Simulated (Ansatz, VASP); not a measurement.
## Nb in VASP and in Ansatz

The input INCAR:

```
SYSTEM = Nb
  PREC = Accurate
  ENCUT = 520
  EDIFF = 1E-6
  ISMEAR = 1
  SIGMA = 0.1
  LREAL = .False.
  LASPH = .True.
  NELM = 100
  ALGO = Normal
  ISIF = 2
  LWAVE = .False.
  LCHARG = .True.
  GGA = PS
  LELF = .True.
  LVHAR = .True.
  NBANDS = 12
```

The input KPOINTS:

```
Automatic mesh
0
Gamma
  34 34 34
  0 0 0
```

The input POSCAR:

```
Nb
1.0
   -1.6500000000      1.6500000000      1.6500000000
    1.6500000000     -1.6500000000      1.6500000000
    1.6500000000      1.6500000000     -1.6500000000
Nb
1
Direct
    0.0000000000      0.0000000000      0.0000000000
```

Input for Ansatz:

```yaml
crystal:
  lattice:
    - [-1.65, 1.65, 1.65]
    - [1.65, -1.65, 1.65]
    - [1.65, 1.65, -1.65]
  atoms:
    - { symbol: Nb, position: [0.0, 0.0, 0.0] }
kpoints:
  mp_grid: { grid: [34, 34, 34] }
scf:
  occupations: { method: cold, width: 0.1 }
hamiltonian:
  xc: pbesol
  pseudopotentials: { kind: paw }
output:
  forces: true
  stress: true
  populations: false
```

Alike in both runs: task single point; functional PBEsol; k mesh 34 × 34 × 34; no spin polarisation.

|  | VASP | Ansatz |
| --- | --- | --- |
| version | VASP 6.6.1 | Ansatz 0.2.0 |
| potentials or method | VASP PAW PBE potentials, release 64 (Nb_sv) | plane-wave PAW, scalar-relativistic |
| plane-wave cutoff (eV) | 520 | 420 |
| occupations | methfessel-paxton of order 1, width 0.1 eV | cold, width 0.1 eV |
| valence electrons in the cell | 13 | 13 |

Ansatz gave:

```
pressure (GPa) : -4.6
```

Task: Estimate VASP's values.

Result: Pressure (GPa): -4.9.

VASP's potentials were made for PBE, not for PBEsol.
